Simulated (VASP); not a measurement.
Wanted: the native input for a VASP 6.6.1 run.

| Quantity | Value |
| --- | --- |
| Task | single point |
| Functional | PBE |
| Dispersion | D3(BJ) |
| Potentials or basis | VASP PAW PBE potentials, release 64 (Se, W_sv) |
| Cutoff | 520 eV |
| k mesh | 9 × 9 × 1 |
| Occupations | gaussian, width 0.05 eV |
| Spin | no spin polarisation |
| Dipole correction | yes |
| Further INCAR settings | ALGO = Normal; EDIFF = 1e-06; NBANDS = 35 |

The structure of WSe2 lies in POSCAR:

```
WSe2
1.0
    3.2854929709      0.0000000000      0.0000000000
   -1.6427464855      2.8453203767      0.0000000000
    0.0000000000      0.0000000000     24.2386466774
Se W
4 2
Direct
    0.3333333333      0.6666666667      0.1856539294
    0.3333333333      0.6666666667      0.3246601777
    1.0000000000      0.0000000000      0.4517299783
    1.0000000000      0.0000000000      0.5907362267
    0.6666666667      0.3333333333      0.2551570536
    1.3333333333     -0.3333333333      0.5212331025
```

One way to write it, as run:

INCAR

```
PREC = Accurate
ENCUT = 520
EDIFF = 1E-6
ISMEAR = 0
SIGMA = 0.05
LREAL = F
LASPH = T
NELM = 60
ALGO = Normal
ISIF = 2
LWAVE = F
LCHARG = F
LDIPOL = T
IDIPOL = 3
DIPOL = 0.5 0.5 0.388
GGA = PE
IVDW = 12
NBANDS = 35
```

KPOINTS

```
regular mesh
0
Gamma
  9 9 1
```

Potentials or basis: VASP PAW PBE potentials, release 64 (Se, W_sv).

Launch:

```bash
$ cat potpaw_PBE.64/Se/POTCAR potpaw_PBE.64/W_sv/POTCAR > POTCAR
$ mpirun -np 1 vasp_std > vasp.out
```

Results of the run:

- Largest force: 0.049 eV/Å
- Band gap on the k mesh: 1.42 eV, indirect (least direct gap 1.60 eV)
- Dispersion energy per atom: -0.402 eV

Caveat: spin-orbit coupling is left out, which moves the levels of the heavy elements.

It took 67 s on 1 thread of Intel(R) Xeon(R) 6975P-C (Granite Rapids) (shared host), peak memory 0.35 GiB.
